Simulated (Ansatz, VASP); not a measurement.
# Two plane-wave programs on Al3Cu

INCAR

```
SYSTEM = Al3Cu
PREC     = Accurate       ! precision mode
ENCUT    = 520            ! plane-wave cutoff, eV
EDIFF    = 1E-6           ! SCF threshold, eV
ISMEAR   = 0              ! smearing method
SIGMA    = 0.15           ! smearing width, eV
LREAL    = .FALSE.        ! projectors in reciprocal space
LASPH    = .TRUE.         ! aspherical terms in the spheres
NELM     = 100            ! most SCF steps
ALGO     = Fast           ! electronic algorithm
ISIF     = 2              ! what is computed and relaxed
LWAVE    = .FALSE.        ! write WAVECAR
LCHARG   = .TRUE.         ! write CHGCAR
GGA      = CA             ! functional
LELF     = .TRUE.         ! ELF
LVHAR    = .TRUE.       
NBANDS   = 18             ! bands
```

KPOINTS

```
Automatic mesh
0
G
  12 12 12
  0 0 0
```

POSCAR

```
Al3Cu
1.0
    4.0218138047      0.0000000000      0.0000000000
    0.0000000000      4.0218138047      0.0000000000
    0.0000000000      0.0000000000      3.3525839876
Al Cu
3 1
Direct
    0.0000000000      0.5000000000      0.5000000000
    0.5000000000      0.0000000000      0.5000000000
    0.5000000000      0.5000000000      0.0000000000
    0.0000000000      0.0000000000      0.0000000000
```

Input for Ansatz:

```yaml
crystal:
  lattice:
    - [4.0218138047, 0.0, 0.0]
    - [0.0, 4.0218138047, 0.0]
    - [0.0, 0.0, 3.3525839876]
  atoms:
    - { symbol: Al, position: [0.0, 0.5, 0.5] }
    - { symbol: Al, position: [0.5, 0.0, 0.5] }
    - { symbol: Al, position: [0.5, 0.5, 0.0] }
    - { symbol: Cu, position: [0.0, 0.0, 0.0] }
basis:
  ecutwfc: 520.0
kpoints:
  mp_grid: { grid: [12, 12, 12] }
hamiltonian:
  xc: lda
  pseudopotentials: { kind: paw, azcp: { folder: soft_1 } }
scf:
  occupations: { method: gaussian, width: 0.15 }
output:
  forces: true
  stress: true
  eigenvalues: true
  write_density: true
  write_potential: true
  elf: true
  volumetric_format: npy
```

Alike in both runs: task single point; functional LDA; k mesh 12 × 12 × 12; occupations gaussian, width 0.15 eV; no spin polarisation.

|  | VASP | Ansatz |
| --- | --- | --- |
| version | VASP 6.6.1 | Ansatz 0.2.0 |
| potentials or method | VASP PAW LDA potentials, release 64 (Al, Cu), cutoff 520 eV | scalar-relativistic, plane waves, PAW |
| valence electrons in the cell | 20 | 28 |

|  | VASP | Ansatz | Ansatz less VASP |
| --- | --- | --- | --- |
| gap on the k mesh at the Fermi level (eV) | none | none | - |
| pressure (GPa) | 7.4 | 7.0 | -0.45 |
| traceless stress, the component that is largest in VASP (GPa) | 5.51 | 5.55 | +0.047 |

Ansatz warns that its potentials were made for another functional, while VASP's fit it. LDA's correlation is that of Perdew and Zunger in VASP and of Perdew and Wang (1992) in Ansatz. A gap of «none» marks a metal or a gap that the smearing closes. VASP's potentials hold 20 valence electrons a cell and Ansatz's 28, so a difference there can come from the potentials and not from the codes.
